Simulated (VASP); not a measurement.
# TiSi2 (Fddd) in VASP: notebook

The runs below take TiSi2 through single point, relaxation of shape and atoms at fixed volume, with PBEsol.

Everything below comes from runs of VASP 6.6.1. Logs are shortened: lines on timing, memory, paths and dates and some standing lists are left out, and cuts for length are marked.

### Step 1. The cell of the first run

Symmetry: Fddd, No. 70, orthorhombic system. Conventional cell: a = 4.730 Å, b = 8.120 Å, c = 8.454 Å, α = 90.00°, β = 90.00°, γ = 90.00°. Ti (site symmetry 222) has 10 Si at 2.52 to 2.73 Å and 4 Ti at 3.16 Å within 3.3 Å. Within 3.3 Å of Si (site symmetry 2) lie 9 Si at 2.50 to 3.16 Å and 5 Ti at 2.52 to 2.73 Å.

### Step 2. Single point, PBEsol

INCAR

```
SYSTEM = TiSi2
PREC = Accurate
ENCUT = 520
EDIFF = 1E-7
ISMEAR = 0
SIGMA = 0.1
LREAL = .False.
LASPH = .True.
NELM = 60
ALGO = Normal
ISIF = 2
LWAVE = .False.
LCHARG = .False.
GGA = PS
NBANDS = 29
```

KPOINTS

```
Automatic mesh
0
Gamma
  10 10 10
  0 0 0
```

POSCAR

```
TiSi2
1.0
    0.0000000000      4.0601215493      4.2272436344
    2.3650679217      0.0000000000      4.2272436344
    2.3650679217      4.0601215493      0.0000000000
Ti Si
2 4
Direct
    0.7500000000      0.7500000000      0.7500000000
    0.5000000000      0.5000000000      0.5000000000
    0.0860917544      0.4139082456      0.0860917544
    0.4139082456      0.0860917544      0.4139082456
    0.1639082456      0.8360917544      0.1639082456
    0.8360917544      0.1639082456      0.8360917544
```

Potentials or basis: VASP PAW PBE potentials, release 64 (Ti_sv, Si).

Command:

```bash
$ cat potpaw_PBE.64/Ti_sv/POTCAR potpaw_PBE.64/Si/POTCAR > POTCAR
$ mpirun -np 1 vasp_std > vasp.out
```

OUTCAR:

```text
SYSTEM = TiSi2
   PREC = Accurate
   ENCUT = 520
   EDIFF = 1E-7
   ISMEAR = 0
   LREAL = .False.
   LASPH = .True.
   NELM = 60
   ISIF = 2
   GGA = PS

 ion  position               nearest neighbor table
   1  0.750  0.750  0.750-   5 2.52   5 2.52   6 2.52   6 2.52   4 2.71   4 2.71   3 2.71   3 2.71
                             3 2.73   4 2.73
   2  0.500  0.500  0.500-   3 2.52   3 2.52   4 2.52   4 2.52   5 2.71   5 2.71   6 2.71   6 2.71
                             5 2.73   6 2.73
   3  0.086  0.414  0.086-   5 2.50   5 2.50   2 2.52   2 2.52   4 2.66   1 2.71   1 2.71   1 2.73
                             4 2.75   4 2.75
   4  0.414  0.086  0.414-   6 2.50   6 2.50   2 2.52   2 2.52   3 2.66   1 2.71   1 2.71   1 2.73
                             3 2.75   3 2.75
   5  0.164  0.836  0.164-   3 2.50   3 2.50   1 2.52   1 2.52   6 2.66   2 2.71   2 2.71   2 2.73
                             6 2.75   6 2.75
   6  0.836  0.164  0.836-   4 2.50   4 2.50   1 2.52   1 2.52   5 2.66   2 2.71   2 2.71   2 2.73
                             5 2.75   5 2.75

  LATTYP: Found a face centered orthorhombic cell.
 ALAT       =     4.7301358434
 B/A-ratio  =     1.7167039949
 C/A-ratio  =     1.7873666949

  Lattice vectors:

 A1 = (   0.0000000000,   4.0601215493,   4.2272436344)
 A2 = (   2.3650679217,   0.0000000000,   4.2272436344)
 A3 = (   2.3650679217,   4.0601215493,   0.0000000000)

Analysis of symmetry for initial positions (statically):
=====================================================================
 Subroutine PRICEL returns:
 Original cell was already a primitive cell.

 Routine SETGRP: Setting up the symmetry group for a
 face centered orthorhombic supercell.

 Subroutine GETGRP returns: Found  8 space group operations
 (whereof  4 operations were pure point group operations)
 out of a pool of  8 trial point group operations.

The static configuration has the point symmetry D_2 .
 The point group associated with its full space group is D_2h.

Analysis of symmetry for dynamics (positions and initial velocities):
=====================================================================
 Subroutine PRICEL returns:
 Original cell was already a primitive cell.

 Routine SETGRP: Setting up the symmetry group for a
 face centered orthorhombic supercell.

 Subroutine GETGRP returns: Found  8 space group operations
 (whereof  4 operations were pure point group operations)
 out of a pool of  8 trial point group operations.

The dynamic configuration has the point symmetry D_2 .
 The point group associated with its full space group is D_2h.
[... 111 lines left out ...]
   IBRION =     -1    ionic relax: 0-MD 1-quasi-New 2-CG
   NFREE  =      0    steps in history (QN), initial steepest desc. (CG)
   ISIF   =      2    stress and relaxation
   ISYM   =      2    0-nonsym 1-usesym 2-fastsym
   POTIM  = 0.5000    time-step for ionic-motion
   TEBEG  =    0.0;   TEEND  =   0.0 temperature during run
   PSTRESS=    0.0 pullay stress
   NELECT =      40.0000    total number of electrons
   NUPDOWN=      -1.0000    fix difference up-down
   EMIN   =  10.00;   EMAX   =-10.00  energy-range for DOS
   EFERMI =   0.00;   METHOD = LEGACY
   ISMEAR =     0;   SIGMA  =   0.10  broadening in eV -4-tet -1-fermi 0-gaus
   EFERMI_NEDOS =   21; number of points for ismear=-14 and -15
   IALGO  =     38    algorithm
   IMIX   =      4    mixing-type and parameters
     AMIX     =   0.40;   BMIX     =  1.00
     AMIX_MAG =   1.60;   BMIX_MAG =  1.00
  volume/ion in A,a.u.               =      13.53        91.31
  Fermi-wavevector in a.u.,A,eV,Ry     =   1.293019  2.443451 22.747549  1.671898
  Thomas-Fermi vector in A             =   2.424691
   LORBIT       =      0    0 simple, 1 ext, 2 COOP (PROOUT), +10 PAW based schemes
   GGA     = PS    functional components
   LHFCALC =     F    Hartree Fock is set to
   AEXX    =    0.0000 exact exchange contribution
   IVDW    =     0    specifies the selected vdW correction
   LEPSILON=     F    determine dielectric tensor
   LRPA    =     F    only Hartree local field effects (RPA)
 non-spin polarized calculation
 Gauss-broadening in eV      SIGMA  =   0.10
  energy-cutoff  :      520.00
  volume of cell :       81.18
 maximum number of plane-waves:      2209
 NGX is ok and might be reduce to    48
   NGX = 21   NGY = 17   NGZ = 17

 number of electron      40.0000004 magnetization

 Free energy of the ion-electron system (eV)
  ---------------------------------------------------
  ext. energy  EPLUGINS =         0.00000000
  ---------------------------------------------------
  free energy    TOTEN  =       -43.66971840 eV

  energy without entropy =      -43.65905683  energy(sigma->0) =      -43.66438762

 E-fermi :  10.5011     XC(G=0): -11.9702

 val. band max:       10.4948170367   @ k =   0.0000   0.2000   0.2000
 cond. band min:      10.5024948525   @ k =   0.0000   0.2000   0.2000
 fundamental gap:      0.0076778158
 Fermi energy:        10.5010944084

 k-point     1 :       0.0000    0.0000    0.0000
  band No.  band energies     occupation
      1     -45.4006      2.00000
      2     -45.3664      2.00000
      3     -21.9175      2.00000
      4     -21.8896      2.00000
      5     -21.8094      2.00000
      6     -21.7926      2.00000
[... 757 lines left out ...]
     28      14.7309      0.00000
     29      14.8507      0.00000

 [... further k-points ...]

------------------------ aborting loop because EDIFF is reached ----------------------------------------

  FORCE on cell =-STRESS in cart. coord.  units (eV):
  Direction    XX          YY          ZZ          XY          YZ          ZX
  --------------------------------------------------------------------------------------
  -------------------------------------------------------------------------------------
  Total        1.5944720      1.5805280      1.6047934      0.0000000      0.0000000      0.0000000
  in kB       31.4671602     31.1919739     31.6708540      0.0000000      0.0000000      0.0000000
  external PRESSURE =      31.4433294 kB  Pullay stress =       0.0000000 kB

 VOLUME and BASIS-vectors are now :
 -----------------------------------------------------------------------------
  energy-cutoff  :      520.00
  volume of cell :       81.18
      direct lattice vectors                 reciprocal lattice vectors
     0.000000000  4.060121549  4.227243634    -0.211410419  0.123149022  0.118280384
     2.365067922  0.000000000  4.227243634     0.211410419 -0.123149022  0.118280384
     2.365067922  4.060121549  0.000000000     0.211410419  0.123149022 -0.118280384

 POSITION                                       TOTAL-FORCE (eV/Angst)
 -----------------------------------------------------------------------------------
      3.54760      6.09018      6.34087        -0.000000     -0.000000     -0.000000
      2.36507      4.06012      4.22724         0.000000     -0.000000      0.000000
      1.18253      0.69909      2.11362         0.000000     -0.001476     -0.000000
      1.18253      3.36104      2.11362         0.000000      0.001476     -0.000000
      2.36507      1.33097      4.22724        -0.000000      0.001476     -0.000000
      2.36507      6.78927      4.22724        -0.000000     -0.001476     -0.000000
 -----------------------------------------------------------------------------------
    total drift:                               -0.000000     -0.000000     -0.000000

  FREE ENERGIE OF THE ION-ELECTRON SYSTEM (eV)
  ---------------------------------------------------
  free  energy   TOTEN  =       -43.6697184029 eV

  energy  without entropy=      -43.6590568281  energy(sigma->0) =      -43.66438762
```

OSZICAR:

```text
N       E                     dE             d eps       ncg     rms          rms(c)
DAV:   1     0.390120296479E+03    0.39012E+03   -0.18759E+04  9918   0.147E+03
DAV:   2    -0.885489524822E+00   -0.39101E+03   -0.37999E+03  9973   0.433E+02
DAV:   3    -0.438584770250E+02   -0.42973E+02   -0.42033E+02 16707   0.120E+02
DAV:   4    -0.470956919357E+02   -0.32372E+01   -0.32194E+01 13911   0.297E+01
DAV:   5    -0.472790962222E+02   -0.18340E+00   -0.18335E+00 15175   0.612E+00    0.201E+01
DAV:   6    -0.442602761521E+02    0.30188E+01   -0.30394E+01 13959   0.406E+01    0.699E+00
DAV:   7    -0.437577222667E+02    0.50255E+00   -0.55072E+00 13383   0.178E+01    0.561E+00
DAV:   8    -0.436802261523E+02    0.77496E-01   -0.71589E-01 13443   0.672E+00    0.122E+00
DAV:   9    -0.436690453425E+02    0.11181E-01   -0.12463E-01 13393   0.302E+00    0.526E-01
DAV:  10    -0.436699364087E+02   -0.89107E-03   -0.53899E-03 13362   0.549E-01    0.245E-01
DAV:  11    -0.436698473352E+02    0.89074E-04   -0.48487E-03 15380   0.528E-01    0.159E-01
DAV:  12    -0.436697196132E+02    0.12772E-03   -0.10741E-03 13553   0.266E-01    0.150E-02
DAV:  13    -0.436697189497E+02    0.66355E-06   -0.28855E-05 12621   0.483E-02    0.164E-02
DAV:  14    -0.436697185353E+02    0.41435E-06   -0.30341E-06 13114   0.148E-02    0.356E-03
DAV:  15    -0.436697183575E+02    0.17777E-06   -0.98518E-07 12606   0.714E-03    0.597E-04
DAV:  16    -0.436697184029E+02   -0.45383E-07   -0.43103E-08  7410   0.164E-03
   1 F= -.43669718E+02 E0= -.43664388E+02  d E =-.106616E-01
```

Run time: 6.7 min. Hardware: 1 thread of Intel Xeon Platinum 8488C (Sapphire Rapids), shared host; peak memory 0.46 GiB.

Results:

- Free energy: -43.6697 eV
- Pressure: 3.1 GPa
- Band gap on the k mesh: zero (bands 20 and 21 overlap by 1.92 eV)

Levels at points of the mesh, in eV from the Fermi level:
```csv
k point,band 18,band 19,band 20,band 21,band 22,band 23
"(0.00, 0.00, 0.00)",-2.01,-1.76,-1.39,-0.96,2.14,3.27
"(0.50, 0.00, 0.00)",-1.10,-0.04,0.15,1.07,1.43,1.78
"(0.50, 0.50, 0.00)",-1.56,-1.03,-1.03,0.76,0.76,3.38
"(0.50, 0.00, 0.50)",-2.39,-0.88,-0.88,1.34,1.34,3.47
"(0.00, 0.50, 0.50)",-1.18,-0.65,-0.65,0.88,0.88,2.41
```

Caveat: the cell stands under pressure; the PAW data sets were made with another functional, which shifts forces and pressure a little.

### Step 3. Single point, PBEsol

This run uses another cell than the first one, of 14.08 Å³/atom.

INCAR

```
SYSTEM = TiSi2
PREC = Accurate ; ENCUT = 520
EDIFF = 1E-6 ; ISMEAR = 0
SIGMA = 0.1 ; LREAL = .FALSE.
LASPH = .TRUE. ; NELM = 80
ALGO = Normal ; ISIF = 2
LWAVE = .FALSE. ; LCHARG = .FALSE.
GGA = PS ; NBANDS = 29
```

KPOINTS

```
regular mesh
0
G
  10 10 10
  0 0 0
```

POSCAR

```
TiSi2
1.0
    0.0000000000      4.1255583572      4.2709302776
    2.3977043487      0.0000000000      4.2709302776
    2.3977043487      4.1255583572      0.0000000000
Ti Si
2 4
Direct
    0.7500000000      0.7500000000      0.7500000000
    0.5000000000      0.5000000000      0.5000000000
    0.0862339715      0.4137660285      0.0862339715
    0.4137660285      0.0862339715      0.4137660285
    0.1637660285      0.8362339715      0.1637660285
    0.8362339715      0.1637660285      0.8362339715
```

Potentials or basis: VASP PAW PBE potentials, release 64 (Ti_sv, Si).

Command:

```bash
$ cat potpaw_PBE.64/Ti_sv/POTCAR potpaw_PBE.64/Si/POTCAR > POTCAR
$ mpirun -np 1 vasp_std > vasp.out
```

It took 4.8 min on 1 thread of Intel Xeon Platinum 8488C (Sapphire Rapids), shared host; peak memory 0.47 GiB.

The run converged. Its results:

| Property | Result |
| --- | --- |
| Free energy | -43.6709 eV |
| Pressure | -2.8 GPa |
| Band gap on the k mesh | zero (bands 20 and 21 overlap by 1.84 eV) |

Stress tensor (GPa, compression positive):
```
-2.80  0.00  0.00
 0.00 -2.91  0.00
 0.00  0.00 -2.80
```

Levels at points of the mesh, in eV from the Fermi level:
```csv
k point,band 18,band 19,band 20,band 21,band 22,band 23
"(0.00, 0.00, 0.00)",-2.02,-1.75,-1.38,-0.92,2.04,3.10
"(0.50, 0.00, 0.00)",-1.06,-0.02,0.15,1.00,1.37,1.70
"(0.50, 0.50, 0.00)",-1.56,-0.98,-0.98,0.77,0.77,3.21
"(0.50, 0.00, 0.50)",-2.35,-0.86,-0.86,1.27,1.27,3.26
"(0.00, 0.50, 0.50)",-1.16,-0.64,-0.64,0.87,0.87,2.28
```

Caveat: the PAW data sets were made with another functional, which shifts forces and pressure a little.

### Step 4. Relaxation of shape and atoms at fixed volume, PBEsol (13.38 Å³/atom)

This run uses another cell than the first one, of 13.38 Å³/atom.

INCAR

```
SYSTEM = TiSi2
  PREC = Accurate
  ENCUT = 600
  EDIFF = 1E-6
  ISMEAR = 0
  SIGMA = 0.1
  LREAL = .False.
  LASPH = .True.
  NELM = 100
  ALGO = Normal
  ISIF = 4
  LWAVE = .False.
  LCHARG = .False.
  GGA = PS
  IBRION = 2
  NSW = 50
  EDIFFG = -0.01
```

KPOINTS

```
Automatic mesh
0
Gamma
  10 10 10
  0 0 0
```

POSCAR

```
TiSi2
1.0
    0.0000000000      4.0497346183      4.2051345645
    2.3568271241      0.0000000000      4.2051345645
    2.3568271241      4.0497346183      0.0000000000
Ti Si
2 4
Direct
    0.7500000000      0.7500000000      0.7500000000
    0.5000000000      0.5000000000      0.5000000000
    0.0861670625      0.4138329375      0.0861670625
    0.4138329375      0.0861670625      0.4138329375
    0.1638329375      0.8361670625      0.1638329375
    0.8361670625      0.1638329375      0.8361670625
```

Command:

```bash
$ cat potpaw_PBE.64/Ti_sv/POTCAR potpaw_PBE.64/Si/POTCAR > POTCAR
$ mpirun -np 1 vasp_std > vasp.out
```

It took 6.2 min on 1 thread of Intel Xeon 6975P-C (Granite Rapids), shared host; peak memory 0.52 GiB.

Results (log left out):

| Quantity | Value |
| --- | --- |
| Free energy | -43.6464 eV |
| Energy gained by relaxing | 0.2 meV/atom |
| Ionic steps | 3 |
| Pressure after relaxing | 5.0 GPa |
| Largest force after relaxing | 0.006 eV/Å |
| Band gap on the k mesh | zero (bands 20 and 21 overlap by 1.95 eV) |

Forces on the atoms (eV/Å):
```
Ti   0.000  0.000  0.000
Ti   0.000  0.000  0.000
Si   0.000 -0.006  0.000
Si   0.000  0.006  0.000
Si   0.000  0.006  0.000
Si   0.000 -0.006  0.000
```

Step by step:
```
step  energy change (eV)  largest force (eV/Å)  pressure (GPa)  volume (Å³)
   1              0.0000                0.0138            5.17        80.27
   2             -0.0006                0.0017            4.98        80.27
   3             -0.0010                0.0064            5.05        80.27
```

Final structure:
```yaml
crystal:
  lattice:
    - [0.00000, 4.04166, 4.21491]
    - [2.35606, 0.00000, 4.21491]
    - [2.35606, 4.04166, 0.00000]
  atoms:
    - { symbol: Ti, position: [0.75000, 0.75000, 0.75000] }
    - { symbol: Ti, position: [0.50000, 0.50000, 0.50000] }
    - { symbol: Si, position: [0.08612, 0.41388, 0.08612] }
    - { symbol: Si, position: [0.41388, 0.08612, 0.41388] }
    - { symbol: Si, position: [0.16388, 0.83612, 0.16388] }
    - { symbol: Si, position: [0.83612, 0.16388, 0.83612] }
```

Levels at points of the mesh, in eV from the Fermi level:
```tsv
k point	band 18	band 19	band 20	band 21	band 22	band 23
(0.00, 0.00, 0.00)	-2.01	-1.76	-1.38	-0.97	2.16	3.31
(0.50, 0.00, 0.00)	-1.11	-0.05	0.15	1.09	1.45	1.80
(0.50, 0.50, 0.00)	-1.55	-1.04	-1.04	0.76	0.76	3.42
(0.50, 0.00, 0.50)	-2.40	-0.88	-0.88	1.36	1.36	3.53
(0.00, 0.50, 0.50)	-1.19	-0.65	-0.65	0.88	0.88	2.45
```

Caveat: the PAW data sets were made with another functional, which shifts forces and pressure a little.

### Step 5. Overview

```csv
task,cell,cutoff (eV),gap on the mesh (eV),pressure (GPa)
single point,"a = 5.861, b = 4.844, c = 4.699 Å, angles 75.8, 53.2, 51.0°, 6 atoms, atomic positions A",520,none,3.1
single point,"a = 5.938, b = 4.898, c = 4.772 Å, angles 75.8, 53.1, 51.2°, 6 atoms, atomic positions B",520,none,-2.8
relaxation of shape and atoms at fixed volume,"relaxed from a = 5.838, b = 4.821, c = 4.686 Å, angles 75.8, 53.2, 51.1°, 6 atoms, atomic positions B",600,none,5.0
```

Alike in all rows: level PBEsol; potentials or basis VASP PAW PBE potentials, release 64 (Ti_sv, Si); no spin polarisation; k mesh 10 × 10 × 10; smearing gaussian 0.1 eV.

Caveats: the PAW data sets were made with another functional, which shifts forces and pressure a little; the cell stands under pressure (at least some runs).

Absolute energies hang on the potentials; compare differences alone.
